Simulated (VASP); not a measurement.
# Si3N4 (P6_3/m) in VASP: further runs, part 3 of 3

VASP 6.6.1. The steps go on from the part before.

## Step 5: Relaxation of the atoms, PBE (9.83 Å³/atom)

This run uses another cell than the first one, of 9.83 Å³/atom.

Input file INCAR:

```
ALGO     = Normal         # electronic algorithm
EDIFF    = 1E-6           # SCF threshold, eV
EDIFFG   = -0.02          # ionic threshold
ENCUT    = 520            # plane-wave cutoff, eV
GGA      = PE             # functional
IBRION   = 2              # ionic algorithm
ISIF     = 2              # what is computed and relaxed
ISMEAR   = -1             # smearing method
LASPH    = T              # aspherical terms in the spheres
LCHARG   = F              # write CHGCAR
LREAL    = F              # projectors in reciprocal space
LWAVE    = F              # write WAVECAR
NELM     = 80             # most SCF steps
NSW      = 80             # ionic steps
PREC     = Accurate       # precision mode
SIGMA    = 0.02           # smearing width, eV
```

Input file KPOINTS:

```
k-points
0
Gamma
  4 4 9
```

Input file POSCAR:

```
Si3N4
1.0
    7.4615073901      0.0000000000      0.0000000000
   -3.7307536950      6.4618549503      0.0000000000
    0.0000000000      0.0000000000      2.8539261691
Si N
6 8
Direct
    0.1740483666      0.7679428916      0.2500000000
    0.4061054750      0.1740483666      0.7500000000
    0.2320571084      0.4061054750      0.2500000000
    0.8259516334      0.2320571084      0.7500000000
    0.5938945250      0.8259516334      0.2500000000
    0.7679428916      0.5938945250      0.7500000000
    0.3333333333      0.6666666667      0.2500000000
    0.6666666667      0.3333333333      0.7500000000
    0.3297879503      0.0300001295      0.2500000000
    0.2997878208      0.3297879503      0.7500000000
    0.9699998705      0.2997878208      0.2500000000
    0.6702120497      0.9699998705      0.7500000000
    0.7002121792      0.6702120497      0.2500000000
    0.0300001295      0.7002121792      0.7500000000
```

Potentials or basis: VASP PAW PBE potentials, release 64 (Si, N).

Run with:

```sh
> cat potpaw_PBE.64/Si/POTCAR potpaw_PBE.64/N/POTCAR > POTCAR
> mpirun -np 1 vasp_std > vasp.out
```

OUTCAR:

```text
EDIFF = 1E-6
   EDIFFG = -0.02
   ENCUT = 520
   GGA = PE
   IBRION = 2
   ISIF = 2
   ISMEAR = -1
   LASPH = T
   LREAL = F
   NELM = 80
   NSW = 80
   PREC = Accurate

 ion  position               nearest neighbor table
   1  0.174  0.768  0.250-   7 1.70   9 1.70  14 1.70  14 1.70   3 2.94   5 2.94   2 2.99   2 2.99
                             6 2.99   6 2.99
   2  0.406  0.174  0.750-   8 1.70  10 1.70   9 1.70   9 1.70   6 2.94   4 2.94   1 2.99   1 2.99
                             3 2.99   3 2.99
   3  0.232  0.406  0.250-   7 1.70  11 1.70  10 1.70  10 1.70   1 2.94   5 2.94   2 2.99   2 2.99
                             4 2.99   4 2.99
   4  0.826  0.232  0.750-   8 1.70  12 1.70  11 1.70  11 1.70   6 2.94   2 2.94   5 2.99   5 2.99
                             3 2.99   3 2.99
   5  0.594  0.826  0.250-   7 1.70  13 1.70  12 1.70  12 1.70   3 2.94   1 2.94   4 2.99   4 2.99
                             6 2.99   6 2.99
   6  0.768  0.594  0.750-   8 1.70  14 1.70  13 1.70  13 1.70   4 2.94   2 2.94   5 2.99   5 2.99
                             1 2.99   1 2.99
   7  0.333  0.667  0.250-   1 1.70   5 1.70   3 1.70
   8  0.667  0.333  0.750-   4 1.70   2 1.70   6 1.70
[... 222 lines left out ...]
  in kB      213.5541141    213.5541141    221.6574952      0.0000005      0.0000000      0.0000000
  external PRESSURE =     216.2552411 kB  Pullay stress =       0.0000000 kB
[... 371 lines left out ...]
--------------------------------------- Ionic step        9  -------------------------------------------

 number of electron      64.0000008 magnetization

 Free energy of the ion-electron system (eV)
  ---------------------------------------------------
  ext. energy  EPLUGINS =         0.00000000
  ---------------------------------------------------
  free energy    TOTEN  =      -113.85428260 eV

  energy without entropy =     -113.85428260  energy(sigma->0) =     -113.85428260

 E-fermi :   7.7668     XC(G=0): -11.0642

 val. band max:        7.3591313313   @ k =   0.0000   0.0000   0.1111
 cond. band min:      11.9066276314   @ k =   0.0000   0.0000   0.0000
 fundamental gap:      4.5474963001
 Fermi energy:         7.7668005873

 k-point     1 :       0.0000    0.0000    0.0000
  band No.  band energies     occupation
      1     -11.2674      2.00000
      2      -9.6834      2.00000
      3      -9.6834      2.00000
      4      -9.0094      2.00000
      5      -8.9210      2.00000
      6      -8.9210      2.00000
[... 890 lines left out ...]
  FREE ENERGIE OF THE ION-ELECTRON SYSTEM (eV)
  ---------------------------------------------------
  free  energy   TOTEN  =      -113.8542826012 eV

  energy  without entropy=     -113.8542826012  energy(sigma->0) =     -113.85428260

 reached required accuracy - stopping structural energy minimisation
```

Run time: 8.5 min. Hardware: 1 thread of Oxide Virtual Turin-like, shared host; peak memory 0.27 GiB.

What came out:

| Item | Value |
| --- | --- |
| Free energy | -113.8543 eV |
| Energy gained by relaxing | 1.1 meV/atom |
| Ionic steps | 9 |
| Pressure after relaxing | 21.0 GPa |
| Largest force after relaxing | 0.015 eV/Å |
| Band gap on the k mesh | 4.55 eV (least direct gap 4.73 eV) |

Forces in eV/Å, atoms in the order of the input:
```
Si  -0.003  0.011  0.000
Si  -0.011  0.003  0.000
Si  -0.008 -0.008  0.000
Si   0.003 -0.011  0.000
Si   0.011 -0.003  0.000
Si   0.008  0.008  0.000
N    0.000  0.000  0.000
N    0.000  0.000  0.000
N   -0.005 -0.015  0.000
N    0.010 -0.012  0.000
N    0.015  0.003  0.000
N    0.005  0.015  0.000
N   -0.010  0.012  0.000
N   -0.015 -0.003  0.000
```

The path:
```
step  energy change (eV)  largest force (eV/Å)  pressure (GPa)
   1              0.0000                0.0953           21.63
   2             -0.0042                0.1110           21.53
   3             -0.0071                0.2311           21.36
   4             -0.0088                0.2021           21.33
   5             -0.0126                0.1164           21.22
   6             -0.0150                0.0654           21.01
   7             -0.0151                0.0435           21.04
   8             -0.0152                0.0219           21.02
   9             -0.0152                0.0154           21.01
```

Final structure:
```
Si N
1.0
     7.46151    0.00000    0.00000
    -3.73075    6.46185    0.00000
     0.00000    0.00000    2.85393
Si N
6 8
Direct
  0.17028 0.76384 0.25000
  0.40644 0.17028 0.75000
  0.23616 0.40644 0.25000
  0.82972 0.23616 0.75000
  0.59356 0.82972 0.25000
  0.76384 0.59356 0.75000
  0.33333 0.66667 0.25000
  0.66667 0.33333 0.75000
  0.32886 0.02618 0.25000
  0.30268 0.32886 0.75000
  0.97382 0.30268 0.25000
  0.67114 0.97382 0.75000
  0.69732 0.67114 0.25000
  0.02618 0.69732 0.75000
```

Caveat: an odd mesh through Γ misses points on the zone boundary, where band edges can lie.

## Step 6: Relaxation of the atoms, PBE (10.04 Å³/atom)

This run uses another cell than the first one, of 10.04 Å³/atom.

Input file INCAR:

```
SYSTEM = Si3N4
PREC = Accurate ; ENCUT = 520
EDIFF = 1E-7 ; ISMEAR = -1
SIGMA = 0.02 ; LREAL = .FALSE.
LASPH = .TRUE. ; NELM = 100
ALGO = Normal ; ISIF = 2
LWAVE = .FALSE. ; LCHARG = .FALSE.
GGA = PE ; IBRION = 2
NSW = 80 ; EDIFFG = -0.02
```

Input file KPOINTS:

```
Automatic mesh
0
G
  4 4 9
  0 0 0
```

POSCAR: that of step 5 with these lines changed.

```diff
@@ -2,5 +2,5 @@
 1.0
-    7.4615073901      0.0000000000      0.0000000000
-   -3.7307536950      6.4618549503      0.0000000000
-    0.0000000000      0.0000000000      2.8539261691
+    7.5140549481      0.0000000000      0.0000000000
+   -3.7570274740      6.5073624704      0.0000000000
+    0.0000000000      0.0000000000      2.8740249029
 Si N
```

Potentials or basis: VASP PAW PBE potentials, release 64 (Si, N).

Run with:

```sh
> cat potpaw_PBE.64/Si/POTCAR potpaw_PBE.64/N/POTCAR > POTCAR
> mpirun -np 1 vasp_std > vasp.out
```

Run time: 15 min. Hardware: 1 thread of Oxide Virtual Turin-like, shared host; peak memory 0.27 GiB.

It converged, with:

```yaml
Free_energy: -114.1818 eV
Energy_gained_by_relaxing: 0.4 meV/atom
Ionic_steps: 9
Pressure_after_relaxing: 14.7 GPa
Largest_force_after_relaxing: 0.007 eV/Å
Band_gap_on_the_k_mesh: 4.47 eV (least direct gap 4.65 eV)
```

Forces in eV/Å, atoms in the order of the input:
```
Si   0.007 -0.001  0.000
Si   0.005  0.005  0.000
Si  -0.002  0.007  0.000
Si  -0.007  0.001  0.000
Si  -0.005 -0.005  0.000
Si   0.002 -0.007  0.000
N    0.000  0.000  0.000
N    0.000  0.000  0.000
N   -0.003  0.000  0.000
N   -0.001 -0.003  0.000
N    0.001 -0.002  0.000
N    0.003  0.000  0.000
N    0.001  0.003  0.000
N   -0.001  0.002  0.000
```

Stress tensor (GPa, compression positive):
```
14.59  0.00  0.00
 0.00 14.59  0.00
 0.00  0.00 14.85
```

Step by step:
| step | energy change (eV) | largest force (eV/Å) | pressure (GPa) |
| --- | --- | --- | --- |
| 1 | 0.0000 | 0.0622 | 15.06 |
| 2 | -0.0017 | 0.0703 | 15.00 |
| 3 | -0.0029 | 0.1708 | 14.87 |
| 4 | -0.0034 | 0.1599 | 14.85 |
| 5 | -0.0046 | 0.1273 | 14.80 |
| 6 | -0.0059 | 0.0627 | 14.69 |
| 7 | -0.0060 | 0.0401 | 14.65 |
| 8 | -0.0061 | 0.0243 | 14.66 |
| 9 | -0.0062 | 0.0068 | 14.68 |

Final structure:
```cif
data_structure
_symmetry_space_group_name_H-M 'P 1'
_symmetry_Int_Tables_number 1
_cell_length_a 7.5141
_cell_length_b 7.5141
_cell_length_c 2.8740
_cell_angle_alpha 90.000
_cell_angle_beta 90.000
_cell_angle_gamma 120.000
_cell_volume 140.53
loop_
_atom_site_label
_atom_site_type_symbol
_atom_site_fract_x
_atom_site_fract_y
_atom_site_fract_z
_atom_site_occupancy
Si1 Si 0.17156 0.76528 0.25000 1
Si2 Si 0.40628 0.17156 0.75000 1
Si3 Si 0.23472 0.40628 0.25000 1
Si4 Si 0.82844 0.23472 0.75000 1
Si5 Si 0.59372 0.82844 0.25000 1
Si6 Si 0.76528 0.59372 0.75000 1
N1 N 0.33333 0.66667 0.25000 1
N2 N 0.66667 0.33333 0.75000 1
N3 N 0.32915 0.02746 0.25000 1
N4 N 0.30169 0.32915 0.75000 1
N5 N 0.97254 0.30169 0.25000 1
N6 N 0.67085 0.97254 0.75000 1
N7 N 0.69831 0.67085 0.25000 1
N8 N 0.02746 0.69831 0.75000 1
```

Levels at points of the mesh, in eV from the valence-band top:
```
           k point  band 29  band 30  band 31  band 32  band 33  band 34  band 35  band 36
(0.00, 0.00, 0.00)    -1.31    -0.47    -0.36    -0.18     4.47     4.99     5.13     5.13
(0.50, 0.00, 0.00)    -1.39    -0.76    -0.32    -0.24     4.84     4.91     5.05     5.53
```

Caveat: an odd mesh through Γ misses points on the zone boundary, where band edges can lie.

## Step 7: Summary

| cell | gap on the mesh (eV) | pressure (GPa) | largest force (eV/Å) |
| --- | --- | --- | --- |
| atoms relaxed from a = 7.566, b = 7.566, c = 2.894 Å, angles 90.0, 90.0, 120.0°, 14 atoms | 4.39 | 8.9 | - |
| atoms relaxed from a = 7.617, b = 7.617, c = 2.826 Å, angles 90.0, 90.0, 120.0°, 14 atoms | 4.55 | 12.1 | 0.01 |
| atoms relaxed from a = 7.617, b = 7.617, c = 2.943 Å, angles 90.0, 90.0, 120.0°, 14 atoms | 4.11 | 1.1 | 0.02 |
| atoms relaxed from a = 7.462, b = 7.462, c = 2.854 Å, angles 90.0, 90.0, 120.0°, 14 atoms | 4.55 | 21.0 | 0.02 |
| atoms relaxed from a = 7.514, b = 7.514, c = 2.874 Å, angles 90.0, 90.0, 120.0°, 14 atoms | 4.47 | 14.7 | 0.01 |

Alike in all rows: task relaxation of the atoms; level PBE; potentials or basis VASP PAW PBE potentials, release 64 (Si, N); no spin polarisation; k mesh 4 × 4 × 9; cutoff (eV) 520; smearing fermi-dirac 0.02 eV.

Caveats: an odd mesh through Γ misses points on the zone boundary, where band edges can lie.

Absolute energies hang on the potentials; compare differences alone.
